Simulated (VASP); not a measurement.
# NiOs8PdPt2 (P1) in VASP: notebook

Runs on NiOs8PdPt2. Level: PBE. Tasks: single point.

Everything below comes from runs of VASP 6.6.1. Logs are shortened: lines on timing, memory, paths and dates and some standing lists are left out, and cuts for length are marked.

### Step 1. The cell of the first run

The typed cell holds 12 atoms: a = 4.768 Å, b = 6.461 Å, c = 6.461 Å, α = 78.95°, β = 68.49°, γ = 68.54°.

### Step 2. Single point, PBE, collinear spin, ferromagnetic start

The input, INCAR:

```
SYSTEM = NiOs8PdPt2
  PREC = Accurate
  ENCUT = 520
  EDIFF = 1E-7
  ISMEAR = 0
  SIGMA = 0.1
  LREAL = .FALSE.
  LASPH = .TRUE.
  NELM = 150
  ALGO = Fast
  ISIF = 2
  LWAVE = .FALSE.
  LCHARG = .FALSE.
  ISPIN = 2
  MAGMOM = 2 0 0 0 0 0 0 0 0 0 0 0
  LORBIT = 11
  LMAXMIX = 4
  GGA = PE
  NBANDS = 68
  ISYM = 0
```

The input, KPOINTS:

```
Automatic mesh
0
Gamma
  3 2 2
  0 0.5 0.5
```

The input, POSCAR:

```
NiOs8PdPt2
1.0
    4.1300509269      2.3829869044     -0.0096359739
    0.0021207524      4.7444978776      4.3862261130
    4.1115887525     -2.3688121259      4.3844938687
Ni Pd Os Pt
1 1 8 2
Direct
    0.4524743381      0.5448362473      0.2112161254
    0.9535575905      0.7114475069      0.0439717475
    0.0437721416      0.6313691966      0.6189086766
    0.0431225047      0.9529646622      0.2996149392
    0.5407183510      0.4553047961      0.7946284318
    0.5286063466      0.8009245881      0.4700703064
    0.5387831050      0.1272487755      0.1229464877
    0.9594747917      0.0390126185      0.7078499656
    0.4663211013      0.8691569622      0.8722795141
    0.4663370921      0.2050936834      0.5365488810
    0.0499757777      0.2835292732      0.9524241535
    0.9535043669      0.3751279376      0.3811390037
```

Potentials or basis: VASP PAW PBE potentials, release 64 (Ni, Pd, Os, Pt).

Started as:

```console
$ cat potpaw_PBE.64/Ni/POTCAR potpaw_PBE.64/Pd/POTCAR potpaw_PBE.64/Os/POTCAR potpaw_PBE.64/Pt/POTCAR > POTCAR
$ mpirun -np 1 vasp_std > vasp.out
```

OUTCAR:

```text
SYSTEM = NiOs8PdPt2
   PREC = Accurate
   ENCUT = 520
   EDIFF = 1E-7
   ISMEAR = 0
   LREAL = .FALSE.
   LASPH = .TRUE.
   NELM = 150
   ISIF = 2
   ISPIN = 2
   LORBIT = 11
   GGA = PE
   ISYM = 0

 ion  position               nearest neighbor table
   1  0.452  0.545  0.211-   3 2.66   4 2.66   5 2.71   7 2.72   9 2.73  10 2.73   2 2.75   2 2.75
                            12 2.76   6 2.76  12 2.77  11 2.80
   2  0.954  0.711  0.044-   7 2.70   4 2.71   9 2.72   8 2.73   5 2.74   3 2.74   1 2.75   1 2.75
                             9 2.77  12 2.77   6 2.77  11 2.78
   3  0.044  0.631  0.619-   4 2.63   1 2.66   8 2.66   9 2.68  12 2.70   6 2.70   2 2.74   6 2.74
                            10 2.76   5 2.78  11 2.80   5 2.80
   4  0.043  0.953  0.300-   3 2.63   8 2.66   1 2.66  10 2.67   6 2.71   2 2.71  12 2.73   6 2.75
                             7 2.76   9 2.77  11 2.78   7 2.81
   5  0.541  0.455  0.795-  12 2.68   9 2.69   7 2.70   1 2.71   8 2.71  10 2.72  11 2.73   2 2.74
                            11 2.75   6 2.75   3 2.78   3 2.80
   6  0.529  0.801  0.470-   9 2.61  10 2.62   8 2.62   3 2.70   4 2.71   3 2.74   4 2.75   5 2.75
                             1 2.76   7 2.77  12 2.77   2 2.77
   7  0.539  0.127  0.123-  10 2.69   5 2.70   2 2.70   8 2.71   1 2.72   9 2.72  11 2.72  12 2.73
                            11 2.75   4 2.76   6 2.77   4 2.81
   8  0.959  0.039  0.708-   6 2.62   4 2.66   3 2.66  11 2.67   7 2.71   5 2.71  12 2.72   2 2.73
                             9 2.73  10 2.74   9 2.77  10 2.77
   9  0.466  0.869  0.872-   6 2.61   3 2.68   5 2.69  11 2.70   2 2.72   7 2.72   1 2.73   8 2.73
                            10 2.76   2 2.77   8 2.77   4 2.77
  10  0.466  0.205  0.537-   6 2.62   4 2.67   7 2.69  11 2.70  12 2.71   5 2.72   1 2.73   8 2.74
                            12 2.76   9 2.76   3 2.76   8 2.77
  11  0.050  0.284  0.952-   8 2.67   9 2.70  10 2.70   7 2.72   5 2.73   5 2.75   7 2.75   2 2.78
                            12 2.78   4 2.78   1 2.80   3 2.80
  12  0.954  0.375  0.381-   5 2.68   3 2.70  10 2.71   8 2.72   4 2.73   7 2.73   1 2.76  10 2.76
                             2 2.77   1 2.77   6 2.77  11 2.78

IMPORTANT INFORMATION: All symmetrisations will be switched off!
NOSYMM: (Re-)initialisation of all symmetry stuff for point group C_1.

----------------------------------------------------------------------------------------

                                     Primitive cell

  volume of cell :     171.9676

  direct lattice vectors                    reciprocal lattice vectors
     4.130050927  2.382986904 -0.009635974     0.181385175  0.104816622 -0.113465858
     0.002120752  4.744497878  4.386226113    -0.060624022  0.105530376  0.113865522
     4.111588753 -2.368812126  4.384493869     0.061046611 -0.105341710  0.113916620

  length of vectors
     4.768232387  6.461365500  6.460667105     0.238246945  0.166665201  0.166735002

  position of ions in fractional coordinates (direct lattice)
     0.452474338  0.544836247  0.211216125
     0.953557590  0.711447507  0.043971748
     0.043772142  0.631369197  0.618908677
     0.043122505  0.952964662  0.299614939
     0.540718351  0.455304796  0.794628432
     0.528606347  0.800924588  0.470070306
     0.538783105  0.127248776  0.122946488
     0.959474792  0.039012619  0.707849966
     0.466321101  0.869156962  0.872279514
     0.466337092  0.205093683  0.536548881
     0.049975778  0.283529273  0.952424153
     0.953504367  0.375127938  0.381139004

  ion indices of the primitive-cell ions
   primitive index   ion index
                 1           1
                 2           2
                 3           3
                 4           4
                 5           5
                 6           6
                 7           7
                 8           8
                 9           9
                10          10
                11          11
                12          12

----------------------------------------------------------------------------------------

 KPOINTS: Automatic mesh

Automatic generation of k-mesh.
 Grid dimensions read from file:
 generate k-points for:    3    2    2

 Generating k-lattice:

  Cartesian coordinates                     Fractional coordinates (reciprocal lattice)
     0.060461725  0.034938874 -0.037821953     0.333333333 -0.000000000  0.000000000
    -0.030312011  0.052765188  0.056932761     0.000000000  0.500000000 -0.000000000
     0.030523305 -0.052670855  0.056958310    -0.000000000  0.000000000  0.500000000

  Length of vectors
[... 41 lines left out ...]
   NFREE  =      0    steps in history (QN), initial steepest desc. (CG)
   ISIF   =      2    stress and relaxation
   ISYM   =      0    0-nonsym 1-usesym 2-fastsym
   POTIM  = 0.5000    time-step for ionic-motion
   TEBEG  =    0.0;   TEEND  =   0.0 temperature during run
   PSTRESS=    0.0 pullay stress
   NELECT =     104.0000    total number of electrons
   NUPDOWN=      -1.0000    fix difference up-down
   EMIN   =  10.00;   EMAX   =-10.00  energy-range for DOS
   EFERMI =   0.00;   METHOD = LEGACY
   ISMEAR =     0;   SIGMA  =   0.10  broadening in eV -4-tet -1-fermi 0-gaus
   EFERMI_NEDOS =   21; number of points for ismear=-14 and -15
   IALGO  =     68    algorithm
   IMIX   =      4    mixing-type and parameters
     AMIX     =   0.40;   BMIX     =  1.00
     AMIX_MAG =   1.60;   BMIX_MAG =  1.00
  volume/ion in A,a.u.               =      14.33        96.71
  Fermi-wavevector in a.u.,A,eV,Ry     =   1.384428  2.616190 26.077489  1.916641
  Thomas-Fermi vector in A             =   2.508933
   LORBIT       =     11    0 simple, 1 ext, 2 COOP (PROOUT), +10 PAW based schemes
   GGA     = PE    functional components
   LHFCALC =     F    Hartree Fock is set to
   AEXX    =    0.0000 exact exchange contribution
   IVDW    =     0    specifies the selected vdW correction
   LEPSILON=     F    determine dielectric tensor
   LRPA    =     F    only Hartree local field effects (RPA)
 spin polarized calculation
 RMM-DIIS sequential band-by-band and
 Gauss-broadening in eV      SIGMA  =   0.10
  energy-cutoff  :      520.00
  volume of cell :      171.97
 maximum number of plane-waves:      4652
   NGX = 17   NGY = 25   NGZ = 25

 number of electron     104.0000003 magnetization       0.0006674

 number of electron     104.0000003 magnetization      -0.0000187

 Free energy of the ion-electron system (eV)
  ---------------------------------------------------
  ext. energy  EPLUGINS =         0.00000000
  ---------------------------------------------------
  free energy    TOTEN  =      -111.30930620 eV

  energy without entropy =     -111.25246471  energy(sigma->0) =     -111.28088545

 E-fermi :   9.6023     XC(G=0): -13.6886

 val. band max:        9.5513260077   @ k =   0.0000   0.2500   0.2500
 cond. band min:       9.6289023743   @ k =   0.3333  -0.2500   0.2500
 fundamental gap:      0.0775763666
 Fermi energy:         9.6023357062

 spin component 1

 k-point     1 :       0.0000    0.2500    0.2500
  band No.  band energies     occupation
      1      -0.1572      1.00000
      2       2.0857      1.00000
      3       2.1297      1.00000
      4       2.2893      1.00000
      5       2.5685      1.00000
      6       2.9765      1.00000
[... 391 lines left out ...]
     63      11.6674      0.00000
     64      11.8420      0.00000
 Fermi energy:         9.6023357062

 spin component 2

 k-point     1 :       0.0000    0.2500    0.2500
  band No.  band energies     occupation
      1      -0.1572      1.00000
      2       2.0857      1.00000
      3       2.1297      1.00000
      4       2.2893      1.00000
      5       2.5685      1.00000
      6       2.9765      1.00000
[... 391 lines left out ...]
     63      11.6674      0.00000
     64      11.8420      0.00000
 [bands above 64 left out]

------------------------ aborting loop because EDIFF is reached ----------------------------------------

  FORCE on cell =-STRESS in cart. coord.  units (eV):
  Direction    XX          YY          ZZ          XY          YZ          ZX
  --------------------------------------------------------------------------------------
  -------------------------------------------------------------------------------------
  Total       -0.3119682     -0.2303084     -0.3051834     -0.0698002     -0.0139628      0.0179887
  in kB       -2.9065268     -2.1457236     -2.8433147     -0.6503105     -0.1300877      0.1675958
  external PRESSURE =      -2.6318550 kB  Pullay stress =       0.0000000 kB

 VOLUME and BASIS-vectors are now :
 -----------------------------------------------------------------------------
  energy-cutoff  :      520.00
  volume of cell :      171.97
      direct lattice vectors                 reciprocal lattice vectors
     4.130050927  2.382986904 -0.009635974     0.181385175  0.104816622 -0.113465858
     0.002120752  4.744497878  4.386226113    -0.060624022  0.105530376  0.113865522
     4.111588753 -2.368812126  4.384493869     0.061046611 -0.105341710  0.113916620

 POSITION                                       TOTAL-FORCE (eV/Angst)
 -----------------------------------------------------------------------------------
      2.73833      3.16288      3.31149         0.009761      0.010461     -0.003800
      4.12054      5.54362      3.30418         0.012766     -0.006301     -0.001470
      2.72682      1.63376      5.48251        -0.006530      0.014481      0.004724
      1.41201      3.91437      5.49316         0.014804      0.007727      0.007766
      5.50135      1.56639      5.47590         0.008903     -0.011879      0.005980
      4.11761      3.94614      5.56896         0.006331     -0.004522     -0.001689
      2.73098      1.59641      1.09201        -0.021895      0.007207      0.005313
      6.87315      0.79475      3.26544        -0.013267     -0.017109      0.002767
      5.51423      3.16868      7.63233        -0.001049     -0.005852     -0.011214
      4.13250      0.81336      3.24759        -0.013372     -0.001749     -0.009559
      4.12298     -0.79182      5.41904         0.013363     -0.007636      0.013214
      5.50590      3.14914      3.30731        -0.009814      0.015173     -0.012032
 -----------------------------------------------------------------------------------
    total drift:                               -0.000720     -0.000945      0.000162

  FREE ENERGIE OF THE ION-ELECTRON SYSTEM (eV)
  ---------------------------------------------------
  free  energy   TOTEN  =      -111.3093061972 eV

  energy  without entropy=     -111.2524647076  energy(sigma->0) =     -111.28088545

 total charge

# of ion       s       p       d       tot
------------------------------------------
    1        0.429   0.471   8.318   9.218
    2        0.536   0.693   8.446   9.675
    3        0.643   0.707   5.959   7.310
    4        0.643   0.706   5.958   7.307
    5        0.635   0.685   5.939   7.258
    6        0.657   0.714   5.998   7.369
    7        0.635   0.685   5.936   7.256
    8        0.649   0.749   5.987   7.384
    9        0.641   0.693   5.965   7.300
   10        0.638   0.706   5.977   7.321
   11        0.719   0.765   8.016   9.500
   12        0.708   0.757   7.996   9.461
--------------------------------------------------
tot          7.532   8.332  80.496  96.360

 magnetization (x)

# of ion       s       p       d       tot
------------------------------------------
    1        0.000   0.000  -0.000  -0.000
    2       -0.000   0.000  -0.000  -0.000
    3       -0.000   0.000  -0.000  -0.000
    4        0.000   0.000  -0.000  -0.000
    5       -0.000   0.000  -0.000  -0.000
    6        0.000   0.000   0.000   0.000
    7       -0.000   0.000  -0.000  -0.000
    8        0.000   0.000   0.000   0.000
    9       -0.000   0.000  -0.000  -0.000
   10       -0.000  -0.000  -0.000  -0.000
   11        0.000   0.000  -0.000  -0.000
   12        0.000  -0.000  -0.000  -0.000
--------------------------------------------------
tot          0.000   0.000  -0.000  -0.000
```

Wall time 6.7 min (1 thread of Intel Xeon 8259CL, shared host); peak memory 0.42 GiB.

Results:

* Free energy: -111.3093 eV
* Pressure: -0.3 GPa
* Largest force: 0.024 eV/Å
* Band gap on the k mesh: zero (filled and empty bands overlap)
* Net moment: 0.00 μB per cell
* Valence electrons inside the program's atomic spheres: Ni 9.22; Pd 9.68; Os 7.31, 7.26, 7.37, 7.38, 7.30, 7.32 (each value once); Pt 9.50, 9.46

Forces in eV/Å, atoms in the order of the input:
```
Ni   0.010  0.010 -0.004
Pd   0.013 -0.006 -0.001
Os  -0.007  0.014  0.005
Os   0.015  0.008  0.008
Os   0.009 -0.012  0.006
Os   0.006 -0.005 -0.002
Os  -0.022  0.007  0.005
Os  -0.013 -0.017  0.003
Os  -0.001 -0.006 -0.011
Os  -0.013 -0.002 -0.010
Pt   0.013 -0.008  0.013
Pt  -0.010  0.015 -0.012
```

Stress tensor (GPa, compression positive):
```
-0.29 -0.07  0.02
-0.07 -0.21 -0.01
 0.02 -0.01 -0.28
```

Levels at points of the mesh, in eV from the Fermi level:
Spin up:
| k point | band 49 | band 50 | band 51 | band 52 | band 53 | band 54 | band 55 | band 56 |
| --- | --- | --- | --- | --- | --- | --- | --- | --- |
| (0.00, 0.25, 0.25) | -0.55 | -0.48 | -0.28 | -0.05 | 0.19 | 0.25 | 0.29 | 0.63 |
Spin down:
```
           k point  band 50  band 51  band 52  band 53  band 54  band 55
(0.00, 0.25, 0.25)    -0.48    -0.28    -0.05     0.19     0.25     0.29
```

Caveat: the k points lie up to 0.52 Å⁻¹ apart; the moments typed at the start vanished in this run; spin-orbit coupling is left out, which moves the levels of the heavy elements.

### Step 3. Single point, PBE

This run uses another cell than the first one, of 14.27 Å³/atom.

The input, INCAR:

```
ALGO = Fast
EDIFF = 1E-7
ENCUT = 520
GGA = PE
ISIF = 2
ISMEAR = 0
ISYM = 0
LASPH = True
LCHARG = False
LREAL = False
LWAVE = False
NBANDS = 64
NELM = 100
PREC = Accurate
SIGMA = 0.1
```

The input, KPOINTS:

```
k-points
0
Gamma
  5 4 4
```

The input, POSCAR:

```
NiOs8PdPt2
1.0
    4.1052717033      2.3627992460      0.0029688006
   -0.0041360608      4.7383460119      4.4140338878
    4.1074397996     -2.3610056716      4.4013210368
Ni Pd Os Pt
1 1 8 2
Direct
    0.9523937370      0.0470560178      0.7107781057
    0.4587773565      0.5389415093      0.2043615217
    0.0380021981      0.2859488564      0.9578085585
    0.0397014246      0.9601451671      0.2930247274
    0.5490596699      0.4436473708      0.7949088871
    0.5483420081      0.1235124898      0.1172696817
    0.9634201904      0.3610679176      0.3736630005
    0.9628461506      0.7098490581      0.0392650220
    0.4474776991      0.8821690865      0.8813607221
    0.4602225794      0.2050422460      0.5453482241
    0.0361727387      0.6256978189      0.6303551013
    0.5389493779      0.7943269713      0.4593088777
```

Potentials or basis: VASP PAW PBE potentials, release 64 (Ni, Pd, Os, Pt).

Started as:

```console
$ cat potpaw_PBE.64/Ni/POTCAR potpaw_PBE.64/Pd/POTCAR potpaw_PBE.64/Os/POTCAR potpaw_PBE.64/Pt/POTCAR > POTCAR
$ mpirun -np 1 vasp_std > vasp.out
```

It took 16 min on 1 thread of Intel Xeon 8259CL, shared host; peak memory 0.57 GiB.

Results (log left out):

| Item | Value |
| --- | --- |
| Free energy | -111.4802 eV |
| Pressure | -0.2 GPa |
| Largest force | 0.020 eV/Å |
| Band gap on the k mesh | zero (bands 52 and 53 overlap by 0.30 eV) |

Forces in eV/Å, atoms in the order of the input:
```
Ni   0.002 -0.003 -0.018
Pd   0.000  0.000  0.000
Os  -0.009  0.000  0.007
Os   0.013 -0.011 -0.011
Os   0.002 -0.006 -0.003
Os  -0.005  0.018  0.002
Os  -0.004 -0.009  0.004
Os  -0.001  0.010 -0.001
Os  -0.001 -0.005  0.005
Os   0.004  0.008  0.009
Pt  -0.004  0.004  0.005
Pt   0.005 -0.003  0.001
```

Levels at points of the mesh, in eV from the Fermi level:
| k point | band 50 | band 51 | band 52 | band 53 | band 54 | band 55 |
| --- | --- | --- | --- | --- | --- | --- |
| (0.00, 0.00, 0.00) | -0.36 | 0.03 | 0.07 | 0.34 | 0.54 | 0.59 |
| (0.00, 0.50, 0.00) | -0.66 | -0.53 | -0.14 | 0.13 | 0.20 | 0.53 |
| (0.00, 0.00, 0.50) | -0.65 | -0.51 | -0.12 | 0.15 | 0.17 | 0.49 |
| (0.00, 0.50, 0.50) | -0.34 | -0.27 | -0.21 | -0.16 | 0.11 | 0.26 |

Caveat: spin-orbit coupling is left out, which moves the levels of the heavy elements.

The gap in the log of VASP goes by the Fermi energy; the results here count the filled bands.